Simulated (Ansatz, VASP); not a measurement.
# Si2W in VASP and in Ansatz

Contents of INCAR:

```
SYSTEM = Si2W
PREC = Accurate
ENCUT = 520
EDIFF = 1E-6
ISMEAR = 0
SIGMA = 0.03
LREAL = .False.
LASPH = .True.
NELM = 60
ALGO = Normal
ISIF = 2
LWAVE = .False.
LCHARG = .False.
NBANDS = 43
```

The input KPOINTS:

```
regular mesh
0
Gamma
  9 9 6
  0 0 0
```

The input POSCAR:

```
Si2W
1.0
    4.4362922824      0.0000000000      0.0000000000
   -2.2181461412      3.8419418152      0.0000000000
    0.0000000000      0.0000000000      6.9126306345
Si W
6 3
Direct
    0.8572664714      0.7145329428      0.5000000000
    0.1427335286      0.8572664714      0.8333333333
    0.7145329428      0.8572664714      0.1666666667
    0.1427335286      0.2854670572      0.5000000000
    0.8572664714      0.1427335286      0.8333333333
    0.2854670572      0.1427335286      0.1666666667
    0.0000000000      0.5000000000      0.1666666667
    0.5000000000      0.5000000000      0.8333333333
    0.5000000000      0.0000000000      0.5000000000
```

Input for Ansatz:

```yaml
crystal:
  lattice:
    - [4.4362922824, 0.0, 0.0]
    - [-2.2181461412, 3.8419418152, 0.0]
    - [0.0, 0.0, 6.9126306345]
  atoms:
    - { symbol: Si, position: [0.8572664714, 0.7145329428, 0.5] }
    - { symbol: Si, position: [0.1427335286, 0.8572664714, 0.8333333333] }
    - { symbol: Si, position: [0.7145329428, 0.8572664714, 0.1666666667] }
    - { symbol: Si, position: [0.1427335286, 0.2854670572, 0.5] }
    - { symbol: Si, position: [0.8572664714, 0.1427335286, 0.8333333333] }
    - { symbol: Si, position: [0.2854670572, 0.1427335286, 0.1666666667] }
    - { symbol: W, position: [0.0, 0.5, 0.1666666667] }
    - { symbol: W, position: [0.5, 0.5, 0.8333333333] }
    - { symbol: W, position: [0.5, 0.0, 0.5] }
basis:
  ecutwfc: 420
kpoints:
  mp_grid: { grid: [9, 9, 6] }
hamiltonian:
  xc: lda
  pseudopotentials: { kind: paw, azcp: { folder: soft_1 } }
scf:
  occupations: { method: gaussian, width: 0.03 }
output:
  forces: true
  stress: true
  eigenvalues: true
```

Alike in both runs: task single point; functional LDA; k mesh 9 × 9 × 6; occupations gaussian, width 0.03 eV; no spin polarisation.

```csv
,VASP,Ansatz
version,VASP 6.6.1,Ansatz 0.2.0
potentials or method,"VASP PAW LDA potentials, release 64 (Si, W_sv), cutoff 520 eV","scalar-relativistic, plane waves, PAW"
valence electrons in the cell,66,66
```

```csv
,VASP,Ansatz,Ansatz less VASP
gap on the k mesh at the Fermi level (eV),none,none,-
pressure (GPa),7.8,7.1,-0.69
"traceless stress, the component that is largest in VASP (GPa)",-19.95,-19.74,+0.208
rms of the force components (eV/Å),2.117,2.118,+0.0012
```

Ansatz warns that its potentials were made for another functional, while VASP's fit it. LDA's correlation is that of Perdew and Zunger in VASP and of Perdew and Wang (1992) in Ansatz. Atom by atom the forces differ by 0.001 eV/Å (rms over components). A gap of «none» marks a metal or a gap that the smearing closes.

Spin-orbit coupling is off throughout.
